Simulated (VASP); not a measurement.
# P in VASP: notebook

Runs on P. Level: PBE. Tasks: single point.

Program: VASP 6.6.1. These are calculated values, not measurements. Logs are shortened: lines on timing, memory, paths and dates and some standing lists are left out, and cuts for length are marked.

**1. The cell of the first run**

The cell holds a slab with vacuum, 4 atoms: a = 3.333 Å, b = 35.256 Å, c = 4.426 Å, α = 90.00°, β = 90.00°, γ = 90.00°.

**2. Single point, PBE (uniaxial strain along c: -4.5 %, then relaxed in part)**

File INCAR:

```
SYSTEM = P
ALGO = Normal
EDIFF = 1E-6
ENCUT = 520
GGA = PE
ISIF = 2
ISMEAR = 0
LASPH = .TRUE.
LCHARG = .TRUE.
LELF = .TRUE.
LREAL = .FALSE.
LVHAR = .TRUE.
LWAVE = .FALSE.
NBANDS = 18
NELM = 60
PREC = Accurate
SIGMA = 0.02
```

File KPOINTS:

```
k-points
0
G
  8 1 6
  0 0 0
```

File POSCAR:

```
P
1.0
    3.3328828485      0.0000000000      0.0000000000
    0.0000000000     35.2563949796      0.0000000000
    0.0000000000      0.0000000000      4.4263957830
P
4
Direct
    0.0000000000      0.9697892673      0.5824911517
    0.0000000000      0.0302107327      0.4175088483
    0.5000000000      0.0302107327      0.0824911517
    0.5000000000      0.9697892673      0.9175088483
```

Potentials or basis: VASP PAW PBE potentials, release 64 (P).

The run is started by

```bash
$ cat potpaw_PBE.64/P/POTCAR > POTCAR
$ mpirun -np 1 vasp_std > vasp.out
```

OUTCAR:

```text
SYSTEM = P
   EDIFF = 1E-6
   ENCUT = 520
   GGA = PE
   ISIF = 2
   ISMEAR = 0
   LASPH = .TRUE.
   LREAL = .FALSE.
   NELM = 60
   PREC = Accurate

 ion  position               nearest neighbor table
   1  0.000  0.970  0.582-   4 2.23   4 2.23   2 2.25
   2  0.000  0.030  0.418-   3 2.23   3 2.23   1 2.25
   3  0.500  0.030  0.082-   2 2.23   2 2.23   4 2.25
   4  0.500  0.970  0.918-   1 2.23   1 2.23   3 2.25

  LATTYP: Found a simple orthorhombic cell.
 ALAT       =     3.3328828485
 B/A-ratio  =     1.3280982213
 C/A-ratio  =    10.5783481095

  Lattice vectors:

 A1 = (  -3.3328828485,   0.0000000000,   0.0000000000)
 A2 = (   0.0000000000,   0.0000000000,   4.4263957830)
 A3 = (   0.0000000000,  35.2563949796,   0.0000000000)

Analysis of symmetry for initial positions (statically):
=====================================================================
 Subroutine PRICEL returns:
 Original cell was already a primitive cell.

 Routine SETGRP: Setting up the symmetry group for a
 simple orthorhombic supercell.

 Subroutine GETGRP returns: Found  8 space group operations
 (whereof  4 operations were pure point group operations)
 out of a pool of  8 trial point group operations.

The static configuration has the point symmetry C_2h.
 The point group associated with its full space group is D_2h.

Analysis of symmetry for dynamics (positions and initial velocities):
=====================================================================
 Subroutine PRICEL returns:
 Original cell was already a primitive cell.

 Routine SETGRP: Setting up the symmetry group for a
 simple orthorhombic supercell.

 Subroutine GETGRP returns: Found  8 space group operations
 (whereof  4 operations were pure point group operations)
 out of a pool of  8 trial point group operations.

The dynamic configuration has the point symmetry C_2h.
 The point group associated with its full space group is D_2h.

 Subroutine INISYM returns: Found  8 space group operations
 (whereof  4 operations are pure point group operations),
 and found     1 'primitive' translations

----------------------------------------------------------------------------------------

                                     Primitive cell

  volume of cell :     520.1256

  direct lattice vectors                    reciprocal lattice vectors
     3.332882849  0.000000000  0.000000000     0.300040549  0.000000000  0.000000000
     0.000000000 35.256394980  0.000000000     0.000000000  0.028363649  0.000000000
     0.000000000  0.000000000  4.426395783     0.000000000  0.000000000  0.225917439

  length of vectors
     3.332882849 35.256394980  4.426395783     0.300040549  0.028363649  0.225917439

  position of ions in fractional coordinates (direct lattice)
     0.000000000  0.969789267  0.582491152
     0.000000000  0.030210733  0.417508848
     0.500000000  0.030210733  0.082491152
     0.500000000  0.969789267  0.917508848

  ion indices of the primitive-cell ions
   primitive index   ion index
                 1           1
                 2           2
                 3           3
                 4           4

----------------------------------------------------------------------------------------

 KPOINTS: k-points

Automatic generation of k-mesh.
 Grid dimensions read from file:
 generate k-points for:    8    1    6

 Generating k-lattice:

  Cartesian coordinates                     Fractional coordinates (reciprocal lattice)
     0.037505069  0.000000000  0.000000000     0.125000000  0.000000000  0.000000000
     0.000000000  0.028363649  0.000000000     0.000000000  1.000000000  0.000000000
     0.000000000  0.000000000  0.037652907     0.000000000  0.000000000  0.166666667

  Length of vectors
     0.037505069  0.028363649  0.037652907

  Shift w.r.t. Gamma in fractional coordinates (k-lattice)
     0.000000000  0.000000000  0.000000000

 Subroutine IBZKPT returns following result:
 ===========================================

 Found     20 irreducible k-points:

 Following reciprocal coordinates:
            Coordinates               Weight
  0.000000  0.000000  0.000000      1.000000
  0.125000  0.000000  0.000000      2.000000
  0.250000  0.000000  0.000000      2.000000
  0.375000  0.000000  0.000000      2.000000
  0.500000  0.000000  0.000000      1.000000
  0.000000  0.000000  0.166667      2.000000
[... 12 lines left out ...]
  0.375000  0.000000  0.500000      2.000000
  0.500000  0.000000  0.500000      1.000000
   k-points           NKPTS =     20   k-points in BZ     NKDIM =     20   number of bands    NBANDS=     18
   number of dos      NEDOS =    301   number of ions     NIONS =      4
   total plane-waves  NPLWV = 272160
   dimension x,y,z NGX =    28 NGY =  270 NGZ =   36
   dimension x,y,z NGXF=    56 NGYF=  540 NGZF=   72
   ions per type =               4
   NGX,Y,Z   is equivalent  to a cutoff of  13.97, 12.73, 13.52 a.u.
   NGXF,Y,Z  is equivalent  to a cutoff of  27.93, 25.46, 27.04 a.u.
 SYSTEM =  P
   PREC   = accura    normal or accurate (medium, high low for compatibility)
   ISTART =      0    job   : 0-new  1-cont  2-samecut
   ICHARG =      2    charge: 1-file 2-atom 10-const
   ISPIN  =      1    spin polarized calculation?
   LNONCOLLINEAR =      F non collinear calculations
   LSORBIT =      F    spin-orbit coupling
   LASPH  =      T    aspherical Exc in radial PAW
   ENCUT  =  520.0 eV  38.22 Ry    6.18 a.u.   6.20 65.55  8.23*2*pi/ulx,y,z
   NELM   =     60;   NELMIN=  2; NELMDL= -5     # of ELM steps
   EDIFF  = 0.1E-05   stopping-criterion for ELM
   LREAL  =      F    real-space projection
   EDIFFG = 0.1E-04   stopping-criterion for IOM
   NSW    =      0    number of steps for IOM
   IBRION =     -1    ionic relax: 0-MD 1-quasi-New 2-CG
   NFREE  =      0    steps in history (QN), initial steepest desc. (CG)
   ISIF   =      2    stress and relaxation
   ISYM   =      2    0-nonsym 1-usesym 2-fastsym
   POTIM  = 0.5000    time-step for ionic-motion
   TEBEG  =    0.0;   TEEND  =   0.0 temperature during run
   PSTRESS=    0.0 pullay stress
   NELECT =      20.0000    total number of electrons
   NUPDOWN=      -1.0000    fix difference up-down
   EMIN   =  10.00;   EMAX   =-10.00  energy-range for DOS
   EFERMI =   0.00;   METHOD = LEGACY
   ISMEAR =     0;   SIGMA  =   0.02  broadening in eV -4-tet -1-fermi 0-gaus
   EFERMI_NEDOS =   21; number of points for ismear=-14 and -15
   IALGO  =     38    algorithm
   IMIX   =      4    mixing-type and parameters
     AMIX     =   0.40;   BMIX     =  1.00
     AMIX_MAG =   1.60;   BMIX_MAG =  1.00
  volume/ion in A,a.u.               =     130.03       877.50
  Fermi-wavevector in a.u.,A,eV,Ry     =   0.552563  1.044193  4.154216  0.305326
  Thomas-Fermi vector in A             =   1.585057
   LORBIT       =      0    0 simple, 1 ext, 2 COOP (PROOUT), +10 PAW based schemes
   GGA     = PE    functional components
   LHFCALC =     F    Hartree Fock is set to
   AEXX    =    0.0000 exact exchange contribution
   IVDW    =     0    specifies the selected vdW correction
   LEPSILON=     F    determine dielectric tensor
   LRPA    =     F    only Hartree local field effects (RPA)
 non-spin polarized calculation
 Gauss-broadening in eV      SIGMA  =   0.02
  energy-cutoff  :      520.00
  volume of cell :      520.13
 maximum number of plane-waves:     14068
 NGX is ok and might be reduce to    28
   NGX = 13   NGY =131   NGZ = 17

 number of electron      19.9999999 magnetization

 Free energy of the ion-electron system (eV)
  ---------------------------------------------------
  ext. energy  EPLUGINS =         0.00000000
  ---------------------------------------------------
  free energy    TOTEN  =       -21.44902216 eV

  energy without entropy =      -21.44902216  energy(sigma->0) =      -21.44902216

 E-fermi :  -3.1562     XC(G=0):  -1.7839

 val. band max:       -3.2930136431   @ k =   0.0000   0.0000   0.0000
 cond. band min:      -2.5346590137   @ k =   0.0000   0.0000   0.0000
 fundamental gap:      0.7583546294
 Fermi energy:        -3.1561925268

 k-point     1 :       0.0000    0.0000    0.0000
  band No.  band energies     occupation
      1     -18.3579      2.00000
      2     -15.7520      2.00000
      3     -12.2722      2.00000
      4      -9.0157      2.00000
      5      -7.9123      2.00000
      6      -7.8406      2.00000
[... 10 lines left out ...]
     17       1.6181      0.00000
     18       1.7769      0.00000

 k-point     2 :       0.1250    0.0000    0.0000
  band No.  band energies     occupation
      1     -18.1757      2.00000
      2     -15.5621      2.00000
      3     -12.4128      2.00000
      4      -8.8740      2.00000
      5      -8.1349      2.00000
      6      -7.7509      2.00000
[... 10 lines left out ...]
     17       1.8295      0.00000
     18       1.8553      0.00000

 k-point     3 :       0.2500    0.0000    0.0000
  band No.  band energies     occupation
      1     -17.6346      2.00000
      2     -14.9950      2.00000
      3     -13.0453      2.00000
      4      -9.4506      2.00000
      5      -8.4987      2.00000
      6      -8.4846      2.00000
[... 10 lines left out ...]
     17       1.9395      0.00000
     18       2.2759      0.00000

 k-point     4 :       0.3750    0.0000    0.0000
  band No.  band energies     occupation
      1     -16.7547      2.00000
      2     -14.2450      2.00000
      3     -14.0600      2.00000
      4     -11.1924      2.00000
      5      -8.4712      2.00000
      6      -8.0312      2.00000
[... 291 lines left out ...]
      4     -11.7561      2.00000
      5      -8.7776      2.00000
      6      -8.7776      2.00000
[... 10 lines left out ...]
     17       2.9609      0.00000
     18       2.9609      0.00000

 k-point    19 :       0.3750    0.0000    0.5000
  band No.  band energies     occupation
      1     -15.6937      2.00000
      2     -15.6937      2.00000
      3     -12.4401      2.00000
      4     -12.4401      2.00000
      5      -9.0316      2.00000
      6      -9.0316      2.00000
[... 10 lines left out ...]
     17       3.5216      0.00000
     18       3.5216      0.00000

 k-point    20 :       0.5000    0.0000    0.5000
  band No.  band energies     occupation
      1     -15.1616      2.00000
      2     -15.1616      2.00000
      3     -13.0965      2.00000
      4     -13.0965      2.00000
      5      -8.2603      2.00000
      6      -8.2603      2.00000
[... 10 lines left out ...]
     17       2.8251      0.00000
     18       2.8251      0.00000

------------------------ aborting loop because EDIFF is reached ----------------------------------------

  FORCE on cell =-STRESS in cart. coord.  units (eV):
  Direction    XX          YY          ZZ          XY          YZ          ZX
  --------------------------------------------------------------------------------------
  -------------------------------------------------------------------------------------
  Total       -0.1639429     -0.1790719      0.6959059      0.0000000     -0.0000000      0.0000000
  in kB       -0.5050043     -0.5516071      2.1436453      0.0000000     -0.0000000      0.0000000
  external PRESSURE =       0.3623446 kB  Pullay stress =       0.0000000 kB

 VOLUME and BASIS-vectors are now :
 -----------------------------------------------------------------------------
  energy-cutoff  :      520.00
  volume of cell :      520.13
      direct lattice vectors                 reciprocal lattice vectors
     3.332882849  0.000000000  0.000000000     0.300040549  0.000000000  0.000000000
     0.000000000 35.256394980  0.000000000     0.000000000  0.028363649  0.000000000
     0.000000000  0.000000000  4.426395783     0.000000000  0.000000000  0.225917439

 POSITION                                       TOTAL-FORCE (eV/Angst)
 -----------------------------------------------------------------------------------
      0.00000     34.19127      2.57834         0.000000      0.038972      0.033796
      0.00000      1.06512      1.84806         0.000000     -0.038972     -0.033796
      1.66644      1.06512      0.36514         0.000000     -0.038972      0.033796
      1.66644     34.19127      4.06126        -0.000000      0.038972     -0.033796
 -----------------------------------------------------------------------------------
    total drift:                               -0.000000      0.000000     -0.000000

  FREE ENERGIE OF THE ION-ELECTRON SYSTEM (eV)
  ---------------------------------------------------
  free  energy   TOTEN  =       -21.4490221638 eV

  energy  without entropy=      -21.4490221638  energy(sigma->0) =      -21.44902216
```

Wall time 3.7 min (1 thread of Intel Xeon Platinum 8488C (Sapphire Rapids), shared host); peak memory 0.64 GiB.

Results:

```yaml
Free_energy: -21.4490 eV
Largest_force: 0.052 eV/Å
Band_gap_on_the_k_mesh: 0.76 eV
```

Forces on the atoms (eV/Å):
```
P    0.000  0.039  0.034
P    0.000 -0.039 -0.034
P    0.000 -0.039  0.034
P    0.000  0.039 -0.034
```

Levels at points of the mesh, in eV from the valence-band top:
```
           k point  band 7  band 8  band 9  band 10  band 11  band 12  band 13  band 14
(0.00, 0.00, 0.00)   -3.57   -1.88   -1.83     0.00     0.76     1.44     2.56     3.38
(0.50, 0.00, 0.00)   -2.73   -2.73   -2.04    -2.04     1.33     1.33     1.97     1.97
(0.00, 0.00, 0.50)   -2.67   -2.67   -1.04    -1.04     1.96     1.96     3.35     3.35
(0.50, 0.00, 0.50)   -4.87   -4.87   -1.34    -1.34     2.40     2.40     4.33     4.33
```

Caveat: the cell differs from its parent crystal (uniaxial strain along c: -4.5 %, then relaxed in part); there is no dipole correction, which matters where the two faces differ; semilocal functionals underestimate gaps, and a narrow one can read as zero.

(Continued in part 2 of 2.)
